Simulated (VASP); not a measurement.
# Be3CdSe (Pm-3m) in VASP: a series of runs, part 2 of 2

VASP 6.6.1. Earlier steps stand in the parts before.

### Step 3. Single point, PBE

This run uses another cell than the first one, of 17.12 Å³/atom, 1.429 times its volume.

Input file INCAR:

```
ALGO     = Normal         # electronic algorithm
EDIFF    = 1E-7           # SCF threshold, eV
ENCUT    = 520            # plane-wave cutoff, eV
GGA      = PE             # functional
ISIF     = 2              # what is computed and relaxed
ISMEAR   = 0              # smearing method
LASPH    = True           # aspherical terms in the spheres
LCHARG   = False          # write CHGCAR
LREAL    = False          # projectors in reciprocal space
LWAVE    = False          # write WAVECAR
NBANDS   = 20             # bands
NELM     = 100            # most SCF steps
PREC     = Accurate       # precision mode
SIGMA    = 0.1            # smearing width, eV
```

Input file KPOINTS:

```
k-points
0
Gamma
  4 4 4
```

Input file POSCAR:

```
Be3CdSe
1.0
    4.4070577682      0.0000000000      0.0000000000
    0.0000000000      4.4070577682      0.0000000000
    0.0000000000      0.0000000000      4.4070577682
Be Cd Se
3 1 1
Direct
    0.0000000000      0.5000000000      0.5000000000
    0.5000000000      0.0000000000      0.5000000000
    0.5000000000      0.5000000000      0.0000000000
    0.0000000000      0.0000000000      0.0000000000
    0.5000000000      0.5000000000      0.5000000000
```

Potentials or basis: VASP PAW PBE potentials, release 64 (Be, Cd, Se).

The run is started by

```console
cat potpaw_PBE.64/Be/POTCAR potpaw_PBE.64/Cd/POTCAR potpaw_PBE.64/Se/POTCAR > POTCAR
mpirun -np 1 vasp_std > vasp.out
```

OUTCAR:

```text
EDIFF = 1E-7
   ENCUT = 520
   GGA = PE
   ISIF = 2
   ISMEAR = 0
   LASPH = True
   LREAL = False
   NELM = 100
   PREC = Accurate

 ion  position               nearest neighbor table
   1  0.000  0.500  0.500-   5 2.20   5 2.20
   2  0.500  0.000  0.500-   5 2.20   5 2.20
   3  0.500  0.500  0.000-   5 2.20   5 2.20
   4  0.000  0.000  0.000-
   5  0.500  0.500  0.500-   1 2.20   2 2.20   3 2.20   3 2.20   2 2.20   1 2.20

  LATTYP: Found a simple cubic cell.
 ALAT       =     4.4070577682

  Lattice vectors:

 A1 = (   4.4070577682,   0.0000000000,   0.0000000000)
 A2 = (   0.0000000000,   4.4070577682,   0.0000000000)
 A3 = (   0.0000000000,   0.0000000000,   4.4070577682)

Analysis of symmetry for initial positions (statically):
=====================================================================
 Subroutine PRICEL returns:
 Original cell was already a primitive cell.

 Routine SETGRP: Setting up the symmetry group for a
 simple cubic supercell.

 Subroutine GETGRP returns: Found 48 space group operations
 (whereof 48 operations were pure point group operations)
 out of a pool of 48 trial point group operations.

The static configuration has the point symmetry O_h .

Analysis of symmetry for dynamics (positions and initial velocities):
=====================================================================
 Subroutine PRICEL returns:
 Original cell was already a primitive cell.

 Routine SETGRP: Setting up the symmetry group for a
 simple cubic supercell.

 Subroutine GETGRP returns: Found 48 space group operations
 (whereof 48 operations were pure point group operations)
 out of a pool of 48 trial point group operations.

The dynamic configuration has the point symmetry O_h .
[... 105 lines left out ...]
   ISMEAR =     0;   SIGMA  =   0.10  broadening in eV -4-tet -1-fermi 0-gaus
   EFERMI_NEDOS =   21; number of points for ismear=-14 and -15
   IALGO  =     38    algorithm
   IMIX   =      4    mixing-type and parameters
     AMIX     =   0.40;   BMIX     =  1.00
     AMIX_MAG =   1.60;   BMIX_MAG =  1.00
  volume/ion in A,a.u.               =      17.12       115.52
  Fermi-wavevector in a.u.,A,eV,Ry     =   1.071511  2.024862 15.621327  1.148135
  Thomas-Fermi vector in A             =   2.207253
   LORBIT       =      0    0 simple, 1 ext, 2 COOP (PROOUT), +10 PAW based schemes
   GGA     = PE    functional components
   LHFCALC =     F    Hartree Fock is set to
   AEXX    =    0.0000 exact exchange contribution
   IVDW    =     0    specifies the selected vdW correction
   LEPSILON=     F    determine dielectric tensor
   LRPA    =     F    only Hartree local field effects (RPA)
 non-spin polarized calculation
 Gauss-broadening in eV      SIGMA  =   0.10
  energy-cutoff  :      520.00
  volume of cell :       85.59
 maximum number of plane-waves:      2325
 NGX is ok and might be reduce to    36
   NGX = 17   NGY = 17   NGZ = 17

 number of electron      24.0000001 magnetization

 Free energy of the ion-electron system (eV)
  ---------------------------------------------------
  ext. energy  EPLUGINS =         0.00000000
  ---------------------------------------------------
  free energy    TOTEN  =       -10.93682532 eV

  energy without entropy =      -10.91041483  energy(sigma->0) =      -10.92362008

 E-fermi :   4.1391     XC(G=0):  -9.6280

 val. band max:        4.1325515195   @ k =   0.5000   0.2500   0.0000
 cond. band min:       4.1587940437   @ k =   0.2500   0.2500   0.2500
 fundamental gap:      0.0262425242
 Fermi energy:         4.1391110380

 k-point     1 :       0.0000    0.0000    0.0000
  band No.  band energies     occupation
      1     -11.8751      2.00000
      2      -4.5174      2.00000
      3      -4.5174      2.00000
      4      -4.4294      2.00000
      5      -4.4294      2.00000
      6      -4.4294      2.00000
[... 219 lines left out ...]
     19      10.2327      0.00000
     20      10.4810      0.00000

------------------------ aborting loop because EDIFF is reached ----------------------------------------

  FORCE on cell =-STRESS in cart. coord.  units (eV):
  Direction    XX          YY          ZZ          XY          YZ          ZX
  --------------------------------------------------------------------------------------
  -------------------------------------------------------------------------------------
  Total        0.1324014      0.1324014      0.1324014     -0.0000000     -0.0000000      0.0000000
  in kB        2.4783177      2.4783177      2.4783177     -0.0000000     -0.0000000      0.0000000
  external PRESSURE =       2.4783177 kB  Pullay stress =       0.0000000 kB

 VOLUME and BASIS-vectors are now :
 -----------------------------------------------------------------------------
  energy-cutoff  :      520.00
  volume of cell :       85.59
      direct lattice vectors                 reciprocal lattice vectors
     4.407057768  0.000000000  0.000000000     0.226908757  0.000000000  0.000000000
     0.000000000  4.407057768  0.000000000     0.000000000  0.226908757  0.000000000
     0.000000000  0.000000000  4.407057768     0.000000000  0.000000000  0.226908757

 POSITION                                       TOTAL-FORCE (eV/Angst)
 -----------------------------------------------------------------------------------
      0.00000      2.20353      2.20353         0.000000      0.000000      0.000000
      2.20353      0.00000      2.20353         0.000000      0.000000      0.000000
      2.20353      2.20353      0.00000         0.000000      0.000000      0.000000
      0.00000      0.00000      0.00000         0.000000      0.000000      0.000000
      2.20353      2.20353      2.20353         0.000000      0.000000      0.000000
 -----------------------------------------------------------------------------------
    total drift:                                0.000000      0.000000      0.000000

  FREE ENERGIE OF THE ION-ELECTRON SYSTEM (eV)
  ---------------------------------------------------
  free  energy   TOTEN  =       -10.9368253195 eV

  energy  without entropy=      -10.9104148323  energy(sigma->0) =      -10.92362008
```

OSZICAR:

```text
N       E                     dE             d eps       ncg     rms          rms(c)
DAV:   1     0.119561384055E+03    0.11956E+03   -0.10878E+04   408   0.105E+03
DAV:   2    -0.413312749950E+01   -0.12369E+03   -0.11826E+03   452   0.237E+02
DAV:   3    -0.110570307044E+02   -0.69239E+01   -0.68441E+01   504   0.569E+01
DAV:   4    -0.111189958351E+02   -0.61965E-01   -0.61544E-01   472   0.542E+00
DAV:   5    -0.111196193240E+02   -0.62349E-03   -0.62328E-03   536   0.495E-01    0.697E+00
DAV:   6    -0.109308158771E+02    0.18880E+00   -0.52400E-01   444   0.946E+00    0.452E+00
DAV:   7    -0.109354889838E+02   -0.46731E-02   -0.15896E-01   440   0.222E+00    0.155E+00
DAV:   8    -0.109364873027E+02   -0.99832E-03   -0.18605E-02   440   0.143E+00    0.331E-01
DAV:   9    -0.109368183616E+02   -0.33106E-03   -0.29268E-03   460   0.572E-01    0.763E-02
DAV:  10    -0.109368221195E+02   -0.37579E-05   -0.42482E-04   448   0.204E-01    0.256E-02
DAV:  11    -0.109368269410E+02   -0.48215E-05   -0.38047E-05   464   0.505E-02    0.894E-03
DAV:  12    -0.109368263281E+02    0.61284E-06   -0.17320E-05   460   0.283E-02    0.528E-03
DAV:  13    -0.109368253339E+02    0.99419E-06   -0.41595E-06   452   0.179E-02    0.214E-03
DAV:  14    -0.109368253195E+02    0.14434E-07   -0.34224E-07   424   0.277E-03
   1 F= -.10936825E+02 E0= -.10923620E+02  d E =-.264105E-01
```

It took 8.5 s on 1 thread of Intel Xeon 6975P-C (Granite Rapids), shared host; peak memory 0.2 GiB.

What came out:

```
Free energy            : -10.9368 eV
Pressure               : 0.2 GPa
Band gap on the k mesh : zero (band 12 reaches 4.48 eV, above the bottom of band 13 at 2.12 eV)
```

### Step 4. Relaxation of cell and atoms, PBE

Input file INCAR:

```
PREC = Accurate
ENCUT = 600
EDIFF = 1E-6
ISMEAR = 0
SIGMA = 0.1
LREAL = F
LASPH = T
NELM = 60
ALGO = Normal
ISIF = 3
LWAVE = F
LCHARG = F
GGA = PE
IBRION = 2
NSW = 90
EDIFFG = -0.04
```

Input file KPOINTS:

```
Automatic mesh
0
Gamma
  4 4 4
```

Changes to POSCAR since step 3:

```diff
@@ -2,5 +2,5 @@
 1.0
-    4.4070577682      0.0000000000      0.0000000000
-    0.0000000000      4.4070577682      0.0000000000
-    0.0000000000      0.0000000000      4.4070577682
+    3.9126021000      0.0000000000      0.0000000000
+    0.0000000000      3.9126021000      0.0000000000
+    0.0000000000      0.0000000000      3.9126021000
 Be Cd Se
```

The run is started by

```console
cat potpaw_PBE.64/Be/POTCAR potpaw_PBE.64/Cd/POTCAR potpaw_PBE.64/Se/POTCAR > POTCAR
mpirun -np 1 vasp_std > vasp.out
```

It took 14 s on 1 thread of Intel Xeon 6975P-C (Granite Rapids), shared host; peak memory 0.19 GiB.

The run converged. Its results:

| Property | Result |
| --- | --- |
| Free energy | -10.9334 eV |
| Relaxed volume | 17.14 Å³/atom |
| Relaxed cell | a = 4.409 Å, b = 4.409 Å, c = 4.409 Å, α = 90.00°, β = 90.00°, γ = 90.00° |
| Space group after relaxing (to 0.05 Å) | Pm-3m (No. 221) |
| Energy gained by relaxing | 477.3 meV/atom |
| Ionic steps | 3 |
| Pressure after relaxing | 0.2 GPa |
| Band gap on the k mesh | zero (band 12 reaches 4.47 eV, above the bottom of band 13 at 2.11 eV) |

The path:
| step | energy change (eV) | largest force (eV/Å) | pressure (GPa) | volume (Å³) |
| --- | --- | --- | --- | --- |
| 1 | 0.0000 | 0.0000 | 39.54 | 59.90 |
| 2 | -2.3693 | 0.0000 | -1.62 | 89.35 |
| 3 | -2.3865 | 0.0000 | 0.16 | 85.72 |

Final structure:
```cif
data_structure
_symmetry_space_group_name_H-M 'P 1'
_symmetry_Int_Tables_number 1
_cell_length_a 4.4092
_cell_length_b 4.4092
_cell_length_c 4.4092
_cell_angle_alpha 90.000
_cell_angle_beta 90.000
_cell_angle_gamma 90.000
_cell_volume 85.72
loop_
_atom_site_label
_atom_site_type_symbol
_atom_site_fract_x
_atom_site_fract_y
_atom_site_fract_z
_atom_site_occupancy
Be1 Be 0.00000 0.50000 0.50000 1
Be2 Be 0.50000 0.00000 0.50000 1
Be3 Be 0.50000 0.50000 0.00000 1
Cd1 Cd 0.00000 0.00000 0.00000 1
Se1 Se 0.50000 0.50000 0.50000 1
```

Levels at points of the mesh, in eV from the Fermi level:
```tsv
k point	band 10	band 11	band 12	band 13	band 14	band 15
(0.00, 0.00, 0.00)	-5.38	-0.79	-0.79	1.64	1.64	1.64
(0.50, 0.00, 0.00)	-2.85	-2.08	-0.32	0.00	0.00	1.73
(0.50, 0.50, 0.00)	-4.50	-0.48	0.34	0.34	1.22	1.22
(0.50, 0.50, 0.50)	-3.05	-3.05	-3.05	-2.02	2.97	2.97
```

Caveat: the k points lie up to 0.36 Å⁻¹ apart in the final cell; the volume moved by over 15 % at a fixed basis, so the end points are rough.

### Step 5. Summary

```csv
task,cell,cutoff (eV),gap on the mesh (eV),pressure (GPa)
single point,"a = 3.913 Å, 5 atoms",520,none,39.6
single point,"a = 4.407 Å, 5 atoms",520,none,0.2
relaxation of cell and atoms,"relaxed from a = 3.913 Å, 5 atoms",600,none,0.2
```

Alike in all rows: level PBE; potentials or basis VASP PAW PBE potentials, release 64 (Be, Cd, Se); no spin polarisation; k mesh 4 × 4 × 4; smearing gaussian 0.1 eV.

Caveats: some runs use coarse meshes; the volume moved by over 15 % at a fixed basis, so the end points are rough (some runs).

Absolute energies hang on the potentials; compare differences alone.
